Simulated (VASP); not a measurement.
AgCl: single point with r2SCAN

The system is AgCl.

```
CELL_PARAMETERS angstrom
3.39844 0.01474 0.01474
0.01474 3.39844 0.01474
0.01474 0.01474 3.39844
ATOMIC_POSITIONS crystal
Ag 0.00000 0.00000 0.00000
Cl 0.50000 0.50000 0.50000
```

This cell differs from its parent crystal: epitaxial 111 strain -0.3%.

- Program: VASP 6.6.1
- Task: single point
- Functional: r2SCAN
- Potentials or basis: VASP PAW PBE potentials, release 64 (Ag, Cl)
- Cutoff: 520 eV
- k mesh: 8 × 8 × 8
- Occupations: gaussian, width 0.01 eV
- Spin: no spin polarisation
- Dipole correction: no
- Further INCAR settings: ALGO = Normal; EDIFF = 1e-06; NBANDS = 16

| Item | Value |
| --- | --- |
| Pressure | -0.3 GPa |
| Band gap on the k mesh | 1.16 eV (least direct gap 2.81 eV) |

Stress tensor (GPa, compression positive):
```
-0.26  0.09  0.09
 0.09 -0.26  0.09
 0.09  0.09 -0.26
```

Levels at points of the mesh, in eV from the valence-band top:
```
           k point  band 5  band 6  band 7  band 8  band 9  band 10  band 11  band 12  band 13  band 14
(0.00, 0.00, 0.00)   -1.87   -1.86   -1.71   -1.71   -1.66     1.16     9.94     9.94    14.72    14.92
(0.50, 0.00, 0.00)   -2.70   -1.81   -1.49   -0.06    0.00     5.61     6.23     9.89    10.65    10.70
(0.50, 0.50, 0.00)   -2.17   -2.16   -2.15   -1.55   -1.03     3.25     9.76     9.86    11.30    14.37
(0.50, 0.50, 0.50)   -1.53   -1.53   -0.24   -0.17   -0.17     5.17     5.29     5.29     7.57    18.77
```

It took 88 s on 1 thread of Intel(R) Xeon(R) Platinum 8488C (Sapphire Rapids) (shared host), peak memory 0.19 GiB.

Caveat: the cell differs from its parent crystal (epitaxial 111 strain -0.3%); the PAW data sets were made with another functional, which shifts forces and pressure a little. A k mesh can miss the band edges.
